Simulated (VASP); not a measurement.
# Se (P1) in VASP: notebook

Runs on Se. Level: LDA. Tasks: electric field gradients.

Everything below comes from runs of VASP 6.6.1. Logs are shortened: lines on timing, memory, paths and dates and some standing lists are left out, and cuts for length are marked.

**1. The cell of the first run**

The typed cell holds 3 atoms: a = 4.367 Å, b = 4.404 Å, c = 4.954 Å, α = 90.41°, β = 91.14°, γ = 120.85°.

**2. Electric field gradients, LDA (equal xy, yz and zx shear strains of -2 %)**

The input, INCAR:

```
SYSTEM = Se
ALGO     = Normal         ! electronic algorithm
EDIFF    = 1E-8           ! SCF threshold, eV
ENCUT    = 520            ! plane-wave cutoff, eV
ISIF     = 2              ! what is computed and relaxed
ISMEAR   = -1             ! smearing method
LASPH    = .TRUE.         ! aspherical terms in the spheres
LCHARG   = .FALSE.        ! write CHGCAR
LEFG     = .TRUE.       
LREAL    = .FALSE.        ! projectors in reciprocal space
LWAVE    = .FALSE.        ! write WAVECAR
NBANDS   = 16             ! bands
NELM     = 100            ! most SCF steps
PREC     = Accurate       ! precision mode
SIGMA    = 0.03           ! smearing width, eV
```

The input, KPOINTS:

```
k-points
0
G
  6 6 5
  0 0 0
```

The input, POSCAR:

```
Se
1.0
    4.3661999489     -0.0436619995     -0.0436619995
   -2.2209123752      3.8030710735     -0.0159814010
   -0.0495360000     -0.0495360000      4.9536000000
Se
3
Direct
    0.2254000000      0.0000000000      0.3333333333
    0.0000000000      0.2254000000      0.6666666667
    0.7746000000      0.7746000000      0.0000000000
```

Potentials or basis: VASP PAW LDA potentials, release 64 (Se).

Run with:

```
> cat potpaw_LDA.64/Se/POTCAR > POTCAR
> mpirun -np 1 vasp_std > vasp.out
```

OUTCAR:

```text
SYSTEM = Se
   EDIFF = 1E-8
   ENCUT = 520
   ISIF = 2
   ISMEAR = -1
   LASPH = .TRUE.
   LREAL = .FALSE.
   NELM = 100
   PREC = Accurate

 ion  position               nearest neighbor table
   1  0.225  0.000  0.333-   3 2.33   2 2.39
   2  0.000  0.225  0.667-   1 2.39   3 2.40
   3  0.775  0.775  0.000-   1 2.33   2 2.40

  LATTYP: Found a triclinic cell.
 ALAT       =     4.3288535081
 B/A-ratio  =     1.7320508076
 C/A-ratio  =     2.3417134967
 COS(alpha) =     0.0047532071
 COS(beta)  =     0.4479233061
 COS(gamma) =     0.8609641916

  Lattice vectors:

 A1 = (   2.1452875737,   3.7594090740,  -0.0596434005)
 A2 = (   6.5114875226,   3.7157470745,  -0.1033054000)
 A3 = (  -4.3922887504,   7.6556781470,  -4.9855628020)

Analysis of symmetry for initial positions (statically):
=====================================================================
 Subroutine PRICEL returns:
 Original cell was already a primitive cell.

 Routine SETGRP: Setting up the symmetry group for a
 triclinic supercell.

 Subroutine GETGRP returns: Found  1 space group operations
 (whereof  1 operations were pure point group operations)
 out of a pool of  2 trial point group operations.

The static configuration has the point symmetry C_1 .

Analysis of symmetry for dynamics (positions and initial velocities):
=====================================================================
 Subroutine PRICEL returns:
 Original cell was already a primitive cell.

 Routine SETGRP: Setting up the symmetry group for a
 triclinic supercell.

 Subroutine GETGRP returns: Found  1 space group operations
 (whereof  1 operations were pure point group operations)
 out of a pool of  2 trial point group operations.

The dynamic configuration has the point symmetry C_1 .

 Subroutine INISYM returns: Found  1 space group operations
 (whereof  1 operations are pure point group operations),
 and found     1 'primitive' translations

----------------------------------------------------------------------------------------

                                     Primitive cell

  volume of cell :      81.7575

[... 123 lines left out ...]
  volume of cell :       81.76
 maximum number of plane-waves:      2218
   NGX = 17   NGY = 17   NGZ = 19

 number of electron      18.0000000 magnetization

 Free energy of the ion-electron system (eV)
  ---------------------------------------------------
  ext. energy  EPLUGINS =         0.00000000
  ---------------------------------------------------
  free energy    TOTEN  =       -12.30800317 eV

  energy without entropy =      -12.30800317  energy(sigma->0) =      -12.30800317

 E-fermi :   3.1548     XC(G=0):  -9.1842

 val. band max:        2.6163922839   @ k =   0.5000   0.1667   0.4000
 cond. band min:       3.6709089454   @ k =  -0.0000  -0.0000   0.4000
 fundamental gap:      1.0545166615
 Fermi energy:         3.1547625558

 k-point     1 :       0.0000    0.0000    0.0000
  band No.  band energies     occupation
      1     -13.2232      2.00000
      2      -9.1809      2.00000
      3      -9.0032      2.00000
      4      -1.2327      2.00000
      5      -1.1773      2.00000
      6      -1.0949      2.00000
[... 433 lines left out ...]
      3      -8.5134      2.00000
      4      -2.6092      2.00000
      5      -2.4023      2.00000
      6      -1.0116      2.00000
[... 8 lines left out ...]
     15      11.9464      0.00000
     16      12.1853      0.00000

 [... further k-points ...]
[... 5 lines left out ...]
  --------------------------------------------------------------------------------------
  -------------------------------------------------------------------------------------
  Total       -0.5123785     -0.9530709      0.0305477      0.3719114      0.5089743      0.7473743
  in kB      -10.0409281    -18.6770441      0.5986335      7.2882369      9.9742175     14.6460696
  external PRESSURE =      -9.3731129 kB  Pullay stress =       0.0000000 kB

 VOLUME and BASIS-vectors are now :
 -----------------------------------------------------------------------------
  energy-cutoff  :      520.00
  volume of cell :       81.76
      direct lattice vectors                 reciprocal lattice vectors
     4.366199949 -0.043661999 -0.043661999     0.230414336  0.134572394  0.003649867
    -2.220912375  3.803071073 -0.015981401     0.002671888  0.264516942  0.002671888
    -0.049536000 -0.049536000  4.953600000     0.002039537  0.002039537  0.201914176

 POSITION                                       TOTAL-FORCE (eV/Angst)
 -----------------------------------------------------------------------------------
      0.96763     -0.02635      1.64136         0.369631      0.167299      0.339958
     -0.53362      0.82419      3.29880        -0.040684      0.076358      0.035798
      1.66174      2.91204     -0.04620        -0.328947     -0.243657     -0.375756
 -----------------------------------------------------------------------------------
    total drift:                               -0.000072      0.000062      0.000065

  FREE ENERGIE OF THE ION-ELECTRON SYSTEM (eV)
  ---------------------------------------------------
  free  energy   TOTEN  =       -12.3080031704 eV

  energy  without entropy=      -12.3080031696  energy(sigma->0) =      -12.30800317

 Electric field gradients (V/A^2)
---------------------------------------------------------------------
 ion       V_xx      V_yy      V_zz      V_xy      V_xz      V_yz
---------------------------------------------------------------------
   1     158.587  -331.974   173.387   -15.055   -10.851   313.983
   2    -203.175    41.050   162.125  -224.234  -293.808  -172.133
   3    -213.802    46.154   167.648   207.468   272.578  -171.895
---------------------------------------------------------------------

 Electric field gradients after diagonalization (V/A^2)
 (convention: |V_zz| > |V_xx| > |V_yy|)
----------------------------------------------------------------------
 ion       V_xx      V_yy      V_zz     asymmetry (V_yy - V_xx)/ V_zz
----------------------------------------------------------------------
   1     325.328   157.118  -482.446       0.349
   2     334.881   174.246  -509.127       0.316
   3     327.444   159.462  -486.907       0.345
----------------------------------------------------------------------

           NMR quadrupolar parameters

 Cq : quadrupolar parameter    Cq=e*Q*V_zz/h
 eta: asymmetry parameters     (V_yy - V_xx)/ V_zz
 Q  : nuclear electric quadrupole moment in mb (millibarn)
----------------------------------------------------------------------
 ion       Cq(MHz)       eta       Q (mb)
----------------------------------------------------------------------
   1      -1.167       0.349       1.000
   2      -1.231       0.316       1.000
   3      -1.177       0.345       1.000
----------------------------------------------------------------------
```

OSZICAR:

```text
N       E                     dE             d eps       ncg     rms          rms(c)
DAV:   1     0.790594547960E+02    0.79059E+02   -0.71960E+03  2944   0.932E+02
DAV:   2    -0.711609287535E+01   -0.86176E+02   -0.81883E+02  3912   0.154E+02
DAV:   3    -0.123956437120E+02   -0.52796E+01   -0.52593E+01  3720   0.433E+01
DAV:   4    -0.124344287613E+02   -0.38785E-01   -0.38780E-01  3792   0.436E+00
DAV:   5    -0.124347093239E+02   -0.28056E-03   -0.28056E-03  3792   0.363E-01    0.733E+00
DAV:   6    -0.123440838066E+02    0.90626E-01   -0.40107E-02  3648   0.118E+00    0.448E+00
DAV:   7    -0.123088757346E+02    0.35208E-01   -0.77605E-02  3464   0.158E+00    0.199E-01
DAV:   8    -0.123079780103E+02    0.89772E-03   -0.83999E-03  3288   0.555E-01    0.958E-02
DAV:   9    -0.123080022452E+02   -0.24235E-04   -0.26543E-04  4200   0.100E-01    0.283E-02
DAV:  10    -0.123080029225E+02   -0.67733E-06   -0.16692E-05  3552   0.252E-02    0.612E-03
DAV:  11    -0.123080033027E+02   -0.38017E-06   -0.24598E-06  4064   0.879E-03    0.336E-03
DAV:  12    -0.123080031674E+02    0.13532E-06   -0.43224E-07  3600   0.394E-03    0.591E-04
DAV:  13    -0.123080031704E+02   -0.30902E-08   -0.67669E-08  4024   0.138E-03
   1 F= -.12308003E+02 E0= -.12308003E+02  d E =-.842185E-09
```

It took 44 s on 1 thread of AMD EPYC 9R45 (Zen 5), shared host; peak memory 0.19 GiB.

What came out:

| Property | Result |
| --- | --- |
| Free energy | -12.3080 eV |
| Pressure | -0.9 GPa |
| Largest force | 0.556 eV/Å |
| Band gap on the k mesh | 1.05 eV (least direct gap 1.38 eV) |
| Largest electric field gradient by atom | Se -482.4, -509.1, -486.9 V/Å² |

Forces on the atoms (eV/Å):
```
Se   0.370  0.167  0.340
Se  -0.041  0.076  0.036
Se  -0.329 -0.244 -0.376
```

Stress tensor (GPa, compression positive):
```
-1.00  0.73  1.46
 0.73 -1.87  1.00
 1.46  1.00  0.06
```

Electric field gradients, principal values (V/Å²):
```csv
atom,least,middle,greatest (by size)
1 Se,157.118,325.328,-482.446
2 Se,174.246,334.881,-509.127
3 Se,159.462,327.444,-486.907
```

Caveat: the cell differs from its parent crystal (equal xy, yz and zx shear strains of -2 %); without QUAD_EFG the Cq values of the log hold for a quadrupole moment of 1 mb, not for the nuclei. A k mesh can miss the band edges.

**3. Electric field gradients, LDA (equal xy, yz and zx shear strains of -2 %)**

The input, INCAR:

```
SYSTEM = Se
PREC = Accurate
ENCUT = 520
EDIFF = 1E-8
ISMEAR = -1
SIGMA = 0.03
LREAL = .FALSE.
LASPH = .TRUE.
NELM = 100
ALGO = Normal
ISIF = 2
LWAVE = .FALSE.
LCHARG = .FALSE.
GGA = CA
LEFG = .TRUE.
NBANDS = 16
```

The input, KPOINTS:

```
Automatic mesh
0
G
  6 6 5
  0 0 0
```

POSCAR is that of step 2.

Potentials or basis: VASP PAW LDA potentials, release 64 (Se).

Run with:

```
> cat potpaw_LDA.64/Se/POTCAR > POTCAR
> mpirun -np 1 vasp_std > vasp.out
```

OUTCAR:

```text
SYSTEM = Se
   PREC = Accurate
   ENCUT = 520
   EDIFF = 1E-8
   ISMEAR = -1
   LREAL = .FALSE.
   LASPH = .TRUE.
   NELM = 100
   ISIF = 2
   GGA = CA

 ion  position               nearest neighbor table
   1  0.225  0.000  0.333-   3 2.33   2 2.39
   2  0.000  0.225  0.667-   1 2.39   3 2.40
   3  0.775  0.775  0.000-   1 2.33   2 2.40

  LATTYP: Found a triclinic cell.
 ALAT       =     4.3288535081
 B/A-ratio  =     1.7320508076
 C/A-ratio  =     2.3417134967
 COS(alpha) =     0.0047532071
 COS(beta)  =     0.4479233061
 COS(gamma) =     0.8609641916

  Lattice vectors:

 A1 = (   2.1452875737,   3.7594090740,  -0.0596434005)
 A2 = (   6.5114875226,   3.7157470745,  -0.1033054000)
 A3 = (  -4.3922887504,   7.6556781470,  -4.9855628020)

Analysis of symmetry for initial positions (statically):
=====================================================================
 Subroutine PRICEL returns:
 Original cell was already a primitive cell.

 Routine SETGRP: Setting up the symmetry group for a
 triclinic supercell.

 Subroutine GETGRP returns: Found  1 space group operations
 (whereof  1 operations were pure point group operations)
 out of a pool of  2 trial point group operations.

The static configuration has the point symmetry C_1 .

Analysis of symmetry for dynamics (positions and initial velocities):
=====================================================================
 Subroutine PRICEL returns:
 Original cell was already a primitive cell.

 Routine SETGRP: Setting up the symmetry group for a
 triclinic supercell.

[... 161 lines left out ...]
  band No.  band energies     occupation
      1     -13.2232      2.00000
      2      -9.1809      2.00000
      3      -9.0032      2.00000
      4      -1.2327      2.00000
      5      -1.1773      2.00000
      6      -1.0949      2.00000
[... 433 lines left out ...]
      3      -8.5134      2.00000
      4      -2.6092      2.00000
      5      -2.4023      2.00000
      6      -1.0116      2.00000
[... 8 lines left out ...]
     15      11.9464      0.00000
     16      12.1853      0.00000

 [... further k-points ...]
[... 5 lines left out ...]
  --------------------------------------------------------------------------------------
  -------------------------------------------------------------------------------------
  Total       -0.5123785     -0.9530709      0.0305477      0.3719114      0.5089743      0.7473743
  in kB      -10.0409281    -18.6770441      0.5986335      7.2882369      9.9742175     14.6460696
  external PRESSURE =      -9.3731129 kB  Pullay stress =       0.0000000 kB

 VOLUME and BASIS-vectors are now :
 -----------------------------------------------------------------------------
  energy-cutoff  :      520.00
  volume of cell :       81.76
      direct lattice vectors                 reciprocal lattice vectors
     4.366199949 -0.043661999 -0.043661999     0.230414336  0.134572394  0.003649867
    -2.220912375  3.803071073 -0.015981401     0.002671888  0.264516942  0.002671888
    -0.049536000 -0.049536000  4.953600000     0.002039537  0.002039537  0.201914176

 POSITION                                       TOTAL-FORCE (eV/Angst)
 -----------------------------------------------------------------------------------
      0.96763     -0.02635      1.64136         0.369631      0.167299      0.339958
     -0.53362      0.82419      3.29880        -0.040684      0.076358      0.035798
      1.66174      2.91204     -0.04620        -0.328947     -0.243657     -0.375756
 -----------------------------------------------------------------------------------
    total drift:                               -0.000072      0.000062      0.000065

  FREE ENERGIE OF THE ION-ELECTRON SYSTEM (eV)
  ---------------------------------------------------
  free  energy   TOTEN  =       -12.3080031704 eV

  energy  without entropy=      -12.3080031696  energy(sigma->0) =      -12.30800317

 Electric field gradients (V/A^2)
---------------------------------------------------------------------
 ion       V_xx      V_yy      V_zz      V_xy      V_xz      V_yz
---------------------------------------------------------------------
   1     158.587  -331.974   173.387   -15.055   -10.851   313.983
   2    -203.175    41.050   162.125  -224.234  -293.808  -172.133
   3    -213.802    46.154   167.648   207.468   272.578  -171.895
---------------------------------------------------------------------

 Electric field gradients after diagonalization (V/A^2)
 (convention: |V_zz| > |V_xx| > |V_yy|)
----------------------------------------------------------------------
 ion       V_xx      V_yy      V_zz     asymmetry (V_yy - V_xx)/ V_zz
----------------------------------------------------------------------
   1     325.328   157.118  -482.446       0.349
   2     334.881   174.246  -509.127       0.316
   3     327.444   159.462  -486.907       0.345
----------------------------------------------------------------------

           NMR quadrupolar parameters

 Cq : quadrupolar parameter    Cq=e*Q*V_zz/h
 eta: asymmetry parameters     (V_yy - V_xx)/ V_zz
 Q  : nuclear electric quadrupole moment in mb (millibarn)
----------------------------------------------------------------------
 ion       Cq(MHz)       eta       Q (mb)
----------------------------------------------------------------------
   1      -1.167       0.349       1.000
   2      -1.231       0.316       1.000
   3      -1.177       0.345       1.000
----------------------------------------------------------------------
```

stdout:

```text
POSCAR found type information on POSCAR Se
 POSCAR found :  1 types and       3 ions
 scaLAPACK will be used
 LDA part: xc-table for (Slater(with rela. corr.)+CA(PZ))
 , standard interpolation
 POSCAR, INCAR and KPOINTS ok, starting setup
 FFT: planning ... GRIDC
 FFT: planning ... GRID_SOFT
 FFT: planning ... GRID
 WAVECAR not read
 entering main loop
ion   1
     0.0000499     0.2903247    -4.6027795    -2.1547902     0.2773947    -3.7172096
     0.0000687     0.2903247    -4.6027795    -2.1547902     0.2773947    -3.7172096
     0.0000946     0.2903247    -4.6027795    -2.1547901     0.2773947    -3.7172096
     0.0001302     0.2903247    -4.6027794    -2.1547901     0.2773947    -3.7172095

     0.0000499    13.9214640  -287.1619616  -137.2843615    10.1920649  -224.4952363
     0.0000687    13.9211388  -287.1549975  -137.2810364    10.1918398  -224.4897987
     0.0000946    13.9206119  -287.1437092  -137.2756470    10.1914752  -224.4809843
     0.0001302    13.9197624  -287.1255027  -137.2669556    10.1908876  -224.4667670
[... 12 lines left out ...]
ion   3
     0.0000499    -3.1271067     2.6312894    -2.0785369    -3.9420848     2.0317571
     0.0000687    -3.1271067     2.6312894    -2.0785369    -3.9420848     2.0317571
     0.0000946    -3.1271067     2.6312894    -2.0785369    -3.9420848     2.0317571
     0.0001302    -3.1271067     2.6312894    -2.0785368    -3.9420847     2.0317571

     0.0000499  -189.8347167   157.4635714  -132.7275567  -249.1674802   119.1012586
     0.0000687  -189.8301136   157.4597727  -132.7243380  -249.1614236   119.0983853
     0.0000946  -189.8226519   157.4536155  -132.7191211  -249.1516061   119.0937278
     0.0001302  -189.8106163   157.4436851  -132.7107073  -249.1357712   119.0862159
```

Wall time 43 s (1 thread of AMD EPYC 9R45 (Zen 5), shared host); peak memory 0.19 GiB.

Results:

| Property | Result |
| --- | --- |
| Free energy | -12.3080 eV |
| Pressure | -0.9 GPa |
| Largest force | 0.556 eV/Å |
| Band gap on the k mesh | 1.05 eV (least direct gap 1.38 eV) |
| Largest electric field gradient by atom | Se -482.4, -509.1, -486.9 V/Å² |

Forces in eV/Å, atoms in the order of the input:
```
Se   0.370  0.167  0.340
Se  -0.041  0.076  0.036
Se  -0.329 -0.244 -0.376
```

Stress tensor (GPa, compression positive):
```
-1.00  0.73  1.46
 0.73 -1.87  1.00
 1.46  1.00  0.06
```

Electric field gradients, principal values (V/Å²):
```csv
atom,least,middle,greatest (by size)
1 Se,157.118,325.328,-482.446
2 Se,174.246,334.881,-509.127
3 Se,159.462,327.444,-486.907
```

Caveat: the cell differs from its parent crystal (equal xy, yz and zx shear strains of -2 %); without QUAD_EFG the Cq values of the log hold for a quadrupole moment of 1 mb, not for the nuclei. A k mesh can miss the band edges.
